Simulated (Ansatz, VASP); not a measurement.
**Mg4Se: VASP beside Ansatz**

```
Mg Se
1.0
    -5.08232    0.00620    0.00372
     0.00349    0.00353   -5.10527
     0.01095  -10.32865    0.00691
Mg Se
8 2
Direct
  0.71055 0.71433 0.85148
  0.71211 0.70945 0.35594
  0.28578 0.70602 0.64389
  0.29166 0.71184 0.14659
  0.70782 0.28878 0.64593
  0.71598 0.28889 0.14818
  0.28556 0.29079 0.85364
  0.29068 0.28780 0.35338
  0.00016 0.00296 0.50081
  0.99970 0.99914 0.00017
```

Change from the starting cell: cell x2, atoms moved at random (sigma 0.05 Å) and cell strained at random (1.5 %), then relaxed without symmetry.

Alike in both runs: functional PBE; k mesh 4 × 4 × 2; occupations gaussian, width 0.2 eV; no spin polarisation.

Ansatz relaxed the structure, and its values are those at the end. VASP's run is a single point on that final structure, the one shown.

|  | VASP | Ansatz |
| --- | --- | --- |
| version | VASP 6.6.1 | Ansatz 0.2.0 |
| potentials or method | VASP PAW PBE potentials, release 64 (Mg, Se), cutoff 520 eV | scalar-relativistic, plane waves, PAW |
| valence electrons in the cell | 28 | 112 |

VASP gave:

```
gap on the k mesh at the Fermi level (eV) : none
pressure (GPa)                            : -0.1
rms of the force components (eV/Å)        : 0.008
```

Problem. Which values does Ansatz return?

Solution. gap on the k mesh at the Fermi level (eV): none; pressure (GPa): 0.0; rms of the force components (eV/Å): 0.007.

A gap of «none» marks a metal or a gap that the smearing closes. VASP's potentials hold 28 valence electrons a cell and Ansatz's 112, so a difference there can come from the potentials and not from the codes.
